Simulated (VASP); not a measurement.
# C (I4/mmm) in VASP: single point with PBEsol

Aim: the single point of C with PBEsol.

Everything below comes from runs of VASP 6.6.1. Logs are shortened: lines on timing, memory, paths and dates and some standing lists are left out, and cuts for length are marked.

### 1 The cell of the first run

Symmetry: I4/mmm, No. 139, tetragonal system. The conventional cell has a = 1.609 Å, b = 1.609 Å, c = 6.284 Å, α = 90.00°, β = 90.00°, γ = 90.00°. C (site symmetry 4/mmm) has 4 C at 1.61 Å within 2.1 Å.

### 2 Single point, PBEsol

The input, INCAR:

```
SYSTEM = C
ALGO     = Normal         ! electronic algorithm
EDIFF    = 1E-7           ! SCF threshold, eV
ENCUT    = 520            ! plane-wave cutoff, eV
GGA      = PS             ! functional
ISIF     = 2              ! what is computed and relaxed
ISMEAR   = 0              ! smearing method
LASPH    = .TRUE.         ! aspherical terms in the spheres
LCHARG   = .FALSE.        ! write CHGCAR
LREAL    = .FALSE.        ! projectors in reciprocal space
LWAVE    = .FALSE.        ! write WAVECAR
NBANDS   = 8              ! bands
NELM     = 60             ! most SCF steps
PREC     = Accurate       ! precision mode
SIGMA    = 0.1            ! smearing width, eV
```

The input, KPOINTS:

```
k-points
0
G
  10 10 10
  0 0 0
```

The input, POSCAR:

```
C
1.0
   -0.8043395795      0.8043395795      3.1422412275
    0.8043395795     -0.8043395795      3.1422412275
    0.8043395795      0.8043395795     -3.1422412275
C
1
Direct
    0.0000000000      0.0000000000      0.0000000000
```

Potentials or basis: VASP PAW PBE potentials, release 64 (C).

On the command line:

```
$ cat potpaw_PBE.64/C/POTCAR > POTCAR
$ mpirun -np 1 vasp_std > vasp.out
```

OUTCAR:

```text
SYSTEM = C
   EDIFF = 1E-7
   ENCUT = 520
   GGA = PS
   ISIF = 2
   ISMEAR = 0
   LASPH = .TRUE.
   LREAL = .FALSE.
   NELM = 60
   PREC = Accurate

 ion  position               nearest neighbor table
   1  0.000  0.000  0.000-

  LATTYP: Found a body centered tetragonal cell.
 ALAT       =     1.6086791590
 C/A-ratio  =     3.9066102273

  Lattice vectors:

 A1 = (  -0.8043395795,   0.8043395795,   3.1422412275)
 A2 = (   0.8043395795,  -0.8043395795,   3.1422412275)
 A3 = (   0.8043395795,   0.8043395795,  -3.1422412275)

Analysis of symmetry for initial positions (statically):
=====================================================================
 Subroutine PRICEL returns:
 Original cell was already a primitive cell.

 Routine SETGRP: Setting up the symmetry group for a
 body centered tetragonal supercell.

 Subroutine GETGRP returns: Found 16 space group operations
 (whereof 16 operations were pure point group operations)
 out of a pool of 16 trial point group operations.

The static configuration has the point symmetry D_4h.

Analysis of symmetry for dynamics (positions and initial velocities):
=====================================================================
 Subroutine PRICEL returns:
 Original cell was already a primitive cell.

 Routine SETGRP: Setting up the symmetry group for a
 body centered tetragonal supercell.

 Subroutine GETGRP returns: Found 16 space group operations
 (whereof 16 operations were pure point group operations)
 out of a pool of 16 trial point group operations.

The dynamic configuration has the point symmetry D_4h.

 Subroutine INISYM returns: Found 16 space group operations
 (whereof 16 operations are pure point group operations),
 and found     1 'primitive' translations

----------------------------------------------------------------------------------------

                                     Primitive cell

  volume of cell :       8.1316

  direct lattice vectors                    reciprocal lattice vectors
    -0.804339580  0.804339580  3.142241228     0.000000000  0.621627995  0.159122093
     0.804339580 -0.804339580  3.142241228     0.621627995  0.000000000  0.159122093
     0.804339580  0.804339580 -3.142241228     0.621627995  0.621627995  0.000000000

  length of vectors
     3.341796560  3.341796560  3.341796560     0.641670635  0.641670635  0.879114741

  position of ions in fractional coordinates (direct lattice)
     0.000000000  0.000000000  0.000000000

  ion indices of the primitive-cell ions
[... 77 lines left out ...]
   NSW    =      0    number of steps for IOM
   IBRION =     -1    ionic relax: 0-MD 1-quasi-New 2-CG
   NFREE  =      0    steps in history (QN), initial steepest desc. (CG)
   ISIF   =      2    stress and relaxation
   ISYM   =      2    0-nonsym 1-usesym 2-fastsym
   POTIM  = 0.5000    time-step for ionic-motion
   TEBEG  =    0.0;   TEEND  =   0.0 temperature during run
   PSTRESS=    0.0 pullay stress
   NELECT =       4.0000    total number of electrons
   NUPDOWN=      -1.0000    fix difference up-down
   EMIN   =  10.00;   EMAX   =-10.00  energy-range for DOS
   EFERMI =   0.00;   METHOD = LEGACY
   ISMEAR =     0;   SIGMA  =   0.10  broadening in eV -4-tet -1-fermi 0-gaus
   EFERMI_NEDOS =   21; number of points for ismear=-14 and -15
   IALGO  =     38    algorithm
   IMIX   =      4    mixing-type and parameters
     AMIX     =   0.40;   BMIX     =  1.00
     AMIX_MAG =   1.60;   BMIX_MAG =  1.00
  volume/ion in A,a.u.               =       8.13        54.88
  Fermi-wavevector in a.u.,A,eV,Ry     =   1.292316  2.442123 22.722824  1.670080
  Thomas-Fermi vector in A             =   2.424031
   LORBIT       =      0    0 simple, 1 ext, 2 COOP (PROOUT), +10 PAW based schemes
   GGA     = PS    functional components
   LHFCALC =     F    Hartree Fock is set to
   AEXX    =    0.0000 exact exchange contribution
   IVDW    =     0    specifies the selected vdW correction
   LEPSILON=     F    determine dielectric tensor
   LRPA    =     F    only Hartree local field effects (RPA)
 non-spin polarized calculation
 Gauss-broadening in eV      SIGMA  =   0.10
  energy-cutoff  :      520.00
  volume of cell :        8.13
 maximum number of plane-waves:       230
 NGX is ok and might be reduce to    28
   NGX = 13   NGY = 13   NGZ = 13

 number of electron       4.0000000 magnetization

 Free energy of the ion-electron system (eV)
  ---------------------------------------------------
  ext. energy  EPLUGINS =         0.00000000
  ---------------------------------------------------
  free energy    TOTEN  =        -7.16319372 eV

  energy without entropy =       -7.16234317  energy(sigma->0) =       -7.16276844

 E-fermi :   5.5620     XC(G=0): -11.3758

 val. band max:        5.3202373079   @ k =  -0.2000   0.5000   0.1000
 cond. band min:       5.6264264623   @ k =  -0.3000   0.2000  -0.0000
 fundamental gap:      0.3061891544
 Fermi energy:         5.5620410549

 k-point     1 :       0.0000    0.0000    0.0000
  band No.  band energies     occupation
      1     -14.5205      2.00000
      2      -0.4354      2.00000
      3      10.1417      0.00000
      4      21.3601      0.00000
      5      21.3601      0.00000
      6      37.9183      0.00000
      7      40.6361      0.00000
      8      47.3277      0.00000
[... 243 lines left out ...]
 k-point    24 :       0.4000    0.3000    0.0000
  band No.  band energies     occupation
      1      -3.7355      2.00000
      2       3.5127      2.00000
      3       9.0020      0.00000
      4      16.2973      0.00000
      5      23.8628      0.00000
      6      28.2686      0.00000
      7      33.0035      0.00000
      8      37.5111      0.00000

 [... further k-points ...]

------------------------ aborting loop because EDIFF is reached ----------------------------------------

  FORCE on cell =-STRESS in cart. coord.  units (eV):
  Direction    XX          YY          ZZ          XY          YZ          ZX
  --------------------------------------------------------------------------------------
  -------------------------------------------------------------------------------------
  Total        0.0316918      0.0316918      0.0147412      0.0000000     -0.0000000      0.0000000
  in kB        6.2442269      6.2442269      2.9044566      0.0000000     -0.0000000      0.0000000
  external PRESSURE =       5.1309701 kB  Pullay stress =       0.0000000 kB

 VOLUME and BASIS-vectors are now :
 -----------------------------------------------------------------------------
  energy-cutoff  :      520.00
  volume of cell :        8.13
      direct lattice vectors                 reciprocal lattice vectors
    -0.804339580  0.804339580  3.142241228     0.000000000  0.621627995  0.159122093
     0.804339580 -0.804339580  3.142241228     0.621627995  0.000000000  0.159122093
     0.804339580  0.804339580 -3.142241228     0.621627995  0.621627995  0.000000000

 POSITION                                       TOTAL-FORCE (eV/Angst)
 -----------------------------------------------------------------------------------
      0.00000      0.00000      0.00000         0.000000      0.000000      0.000000
 -----------------------------------------------------------------------------------
    total drift:                               -0.000000      0.000000     -0.000000

  FREE ENERGIE OF THE ION-ELECTRON SYSTEM (eV)
  ---------------------------------------------------
  free  energy   TOTEN  =        -7.1631937193 eV

  energy  without entropy=       -7.1623431661  energy(sigma->0) =       -7.16276844
```

stdout:

```text
POSCAR found type information on POSCAR C
 POSCAR found :  1 types and       1 ions
 scaLAPACK will be used
 -----------------------------------------------------------------------------
|                                                                             |
|                                                                             |
|     You enforced a specific xc type in the INCAR file but a different       |
|     I HOPE YOU KNOW WHAT YOU ARE DOING!                                     |
|                                                                             |
 -----------------------------------------------------------------------------

 LDA part: xc-table for (Slater+PW92), standard interpolation
 POSCAR, INCAR and KPOINTS ok, starting setup
 FFT: planning ... GRIDC
 FFT: planning ... GRID_SOFT
 FFT: planning ... GRID
 WAVECAR not read
 entering main loop
```

It took 7.8 s on 1 thread of Intel Xeon 6975P-C (Granite Rapids), shared host; peak memory 0.14 GiB.

Results:

* Free energy: -7.1632 eV
* Pressure: 0.5 GPa
* Band gap on the k mesh: zero (band 2 reaches 6.49 eV, above the bottom of band 3 at 4.47 eV)

Levels at points of the mesh, in eV from the Fermi level:
```
           k point  band 1  band 2  band 3  band 4  band 5  band 6  band 7
(0.00, 0.00, 0.00)  -20.08   -6.00    4.58   15.80   15.80   32.36   35.07
(0.50, 0.00, 0.00)  -10.85   -6.76    1.50   12.18   19.97   20.14   25.25
(0.50, 0.50, 0.00)   -3.31   -3.22    7.96    8.63   13.57   23.42   28.42
(0.50, 0.50, 0.50)  -19.59   -8.90   12.80   15.77   15.77   20.94   34.78
```

Caveat: the k points lie up to 0.55 Å⁻¹ apart; the PAW data sets were made with another functional, which shifts forces and pressure a little.
